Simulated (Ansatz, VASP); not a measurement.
One calculation of NbAl7N8, two programs

```
CELL_PARAMETERS angstrom
6.22000 0.00000 0.00000
-3.11000 5.38668 0.00000
0.00000 0.00000 4.98000
ATOMIC_POSITIONS crystal
Nb 0.33384 0.16663 0.96512
Al 0.33424 0.66683 0.00498
Al 0.83371 0.16632 0.00500
Al 0.83369 0.66682 0.00501
Al 0.16370 0.33685 0.49706
Al 0.16369 0.82626 0.49708
Al 0.67424 0.33684 0.49709
Al 0.66724 0.83334 0.50156
N 0.33388 0.16665 0.43211
N 0.33652 0.66797 0.38024
N 0.83258 0.16406 0.38025
N 0.83257 0.66795 0.38026
N 0.15193 0.34861 0.87408
N 0.15192 0.80274 0.87410
N 0.69773 0.34859 0.87413
N 0.66723 0.83334 0.88247
```

Alike in both runs: functional PBEsol; k mesh 3 × 3 × 4; occupations gaussian, width 0.05 eV; collinear spin; Hubbard terms Nb d U = 2.0 eV.

Ansatz relaxed the structure, and its values are those at the end. VASP's run is a single point on that final structure, the one shown.

|  | VASP | Ansatz |
| --- | --- | --- |
| version | VASP 6.6.1 | Ansatz 0.2.0 |
| potentials or method | VASP PAW PBE potentials, release 64 (Nb_sv, Al, N), cutoff 520 eV | scalar-relativistic, plane waves, PAW |
| valence electrons in the cell | 74 | 74 |

```tsv
	VASP	Ansatz	Ansatz less VASP
gap on the k mesh at the Fermi level (eV)	0.29	0.79	+0.496
least direct gap on the mesh (eV)	0.66	1.04	+0.373
pressure (GPa)	11.2	11.1	-0.06
rms of the force components (eV/Å)	0.024	0.005	-0.0186
net moment per atom (μB)	0.13	0.13	0.000
size of the moment on the site where the two differ most (μB)	1.31	0.76	-0.550
```

VASP's potentials were made for PBE, not for PBEsol. Site moments also hang on the region over which each program counts them. The programs project onto different local orbitals, so the same U acts differently, and such runs can settle in different states. Ansatz's warnings: filled band counts differ across k points, stress scf threshold loose.
